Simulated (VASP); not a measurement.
Wanted: the native input for a VASP 6.6.1 run.

- Task: single point
- Functional: PBE
- Potentials or basis: VASP PAW PBE potentials, release 64 (Bi_d)
- Cutoff: 520 eV
- k mesh: 13 × 13 × 13
- Occupations: fermi-dirac, width 0.08 eV
- Spin: no spin polarisation
- Dipole correction: no
- Further INCAR settings: ALGO = Normal; EDIFF = 1e-06; NBANDS = 14

The structure of Bi lies in POSCAR:

```
Bi
1.0
   -1.5275667774      1.5275667774      1.5275667774
    1.5275667774     -1.5275667774      1.5275667774
    1.5275667774      1.5275667774     -1.5275667774
Bi
1
Direct
    0.0000000000      0.0000000000      0.0000000000
```

This cell differs from its parent crystal: volume scaled by 0.45.

One way to write it, as run:

INCAR

```
  ALGO = Normal
  EDIFF = 1E-6
  ENCUT = 520
  GGA = PE
  ISIF = 2
  ISMEAR = -1
  LASPH = T
  LCHARG = F
  LREAL = F
  LWAVE = F
  NBANDS = 14
  NELM = 100
  PREC = Accurate
  SIGMA = 0.08
```

KPOINTS

```
k-points
0
Gamma
  13 13 13
```

Potentials or basis: VASP PAW PBE potentials, release 64 (Bi_d).

The run is started by

```console
$ cat potpaw_PBE.64/Bi_d/POTCAR > POTCAR
$ mpirun -np 1 vasp_std > vasp.out
```

It gave:

```yaml
Pressure: 268.9 GPa
```

Wall time 20 s on 1 thread of Intel Xeon 8259CL (shared host), peak memory 0.13 GiB.
